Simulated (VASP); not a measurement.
# Cl: single point with PBE+D3(BJ)

Cl:

```
Cl
1.0
     8.43433    0.00000    0.00000
     0.00000    8.43433    0.00000
     0.00000    0.00000    8.43433
Cl
16
Direct
  0.97831 0.46631 0.96476
  0.85855 0.46199 0.16128
  0.15672 0.07664 0.19302
  0.25050 0.93400 0.03067
  0.35814 0.77294 0.63218
  0.18438 0.93953 0.71748
  0.70079 0.77571 0.21781
  0.77029 0.84220 0.01973
  0.38157 0.40951 0.39537
  0.40723 0.21070 0.53777
  0.93335 0.21043 0.53815
  0.98990 0.16027 0.75112
  0.34189 0.37065 0.92456
  0.30636 0.57763 0.05718
  0.72497 0.61789 0.55400
  0.82169 0.81989 0.65652
```

```
Program                : VASP 6.6.1
Task                   : single point
Functional             : PBE
Dispersion             : D3(BJ)
Potentials or basis    : VASP PAW PBE potentials, release 64 (Cl)
Cutoff                 : 520 eV
k mesh                 : 1 × 1 × 1
Occupations            : fermi-dirac, width 0.02 eV
Spin                   : no spin polarisation
Dipole correction      : no
Further INCAR settings : LREAL = Auto; ALGO = Normal; EDIFF = 1e-06; NBANDS = 70
```

```yaml
Pressure: 1.2 GPa
Largest_force: 3.591 eV/Å
Band_gap_on_the_k_mesh: 1.46 eV
Dispersion_energy_per_atom: -0.111 eV
```

Forces on the atoms (eV/Å):
```
Cl  -0.051 -0.124 -0.872
Cl  -0.324 -0.439  0.774
Cl  -0.084  0.107  0.591
Cl   0.213  0.064  0.987
Cl  -0.598  0.516  0.392
Cl   1.174 -1.213 -2.141
Cl  -1.351 -0.278  3.315
Cl   0.954  1.000 -3.032
Cl   0.169 -0.882  0.535
Cl  -0.072  0.879 -0.552
Cl  -0.449  0.388 -1.821
Cl  -0.151  0.059  1.870
Cl   0.071  0.876  0.602
Cl   0.666 -0.715 -0.538
Cl   0.294  0.759  0.732
Cl  -0.461 -0.997 -0.841
```

Stress tensor (GPa, compression positive):
```
 0.86 -0.14 -0.57
-0.14 -0.53 -0.45
-0.57 -0.45  3.41
```

Levels at points of the mesh, in eV from the valence-band top:
```tsv
k point	band 53	band 54	band 55	band 56	band 57	band 58	band 59	band 60
(0.00, 0.00, 0.00)	-0.53	-0.28	-0.18	0.00	1.46	1.63	1.89	1.91
```

It took 36 s on 1 thread of Intel(R) Xeon(R) 6975P-C (Granite Rapids) (shared host), peak memory 0.5 GiB.

Caveat: the k points lie up to 0.74 Å⁻¹ apart.
